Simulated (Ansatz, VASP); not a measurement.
## AlFe: VASP beside Ansatz

The input INCAR:

```
SYSTEM = AlFe
PREC = Accurate ; ENCUT = 520
EDIFF = 1E-7 ; ISMEAR = -1
SIGMA = 0.05 ; LREAL = .False.
LASPH = .True. ; NELM = 150
ALGO = Normal ; ISIF = 2
LWAVE = .False. ; LCHARG = .True.
ISPIN = 2 ; MAGMOM = 0 3
LORBIT = 11 ; LMAXMIX = 4
GGA = PE ; LELF = .True.
LVHAR = .True. ; NBANDS = 16
```

The input KPOINTS:

```
regular mesh
0
Gamma
  12 12 12
  0 0 0
```

File POSCAR:

```
AlFe
1.0
    2.8904692102      0.0000000000      0.0000000000
    0.0000000000      2.8904692102      0.0000000000
    0.0000000000      0.0000000000      2.8904692102
Al Fe
1 1
Direct
    0.0000000000      0.0000000000      0.0000000000
    0.5000000000      0.5000000000      0.5000000000
```

Input for Ansatz:

```yaml
crystal:
  lattice:
    - [2.8904692102, 0.0, 0.0]
    - [0.0, 2.8904692102, 0.0]
    - [0.0, 0.0, 2.8904692102]
  atoms:
    - { symbol: Al, position: [0.0, 0.0, 0.0] }
    - { symbol: Fe, position: [0.5, 0.5, 0.5], spin: 3.0 }
magnetization:
  spin_polarized: true
kpoints:
  mp_grid: { grid: [12, 12, 12] }
scf:
  occupations: { method: fermi_dirac, width: 0.05 }
hamiltonian:
  xc: pbe
  pseudopotentials: { kind: all_electron, lapw: { basis_error: 0.0005 } }
output:
  forces: true
  stress: true
  eigenvalues: true
```

Change from the starting cell: volume scaled by 0.98.

Alike in both runs: task single point; functional PBE; k mesh 12 × 12 × 12; occupations fermi-dirac, width 0.05 eV; collinear spin.

|  | VASP | Ansatz |
| --- | --- | --- |
| version | VASP 6.6.1 | Ansatz 0.2.0 |
| potentials or method | VASP PAW PBE potentials, release 64 (Al, Fe), cutoff 520 eV | all-electron LAPW, scalar-relativistic |

Ansatz gave:

```
pressure (GPa)                                                : -2.8
net moment per atom (μB)                                      : 0.36
size of the moment on the site where the two differ most (μB) : 0.77
```

Task: Estimate VASP's values.

Result: Pressure (GPa): -2.8; net moment per atom (μB): 0.36; size of the moment on the site where the two differ most (μB): 0.76.

Site moments also hang on the region over which each program counts them. Ansatz ran all-electron here, and VASP with PAW potentials.
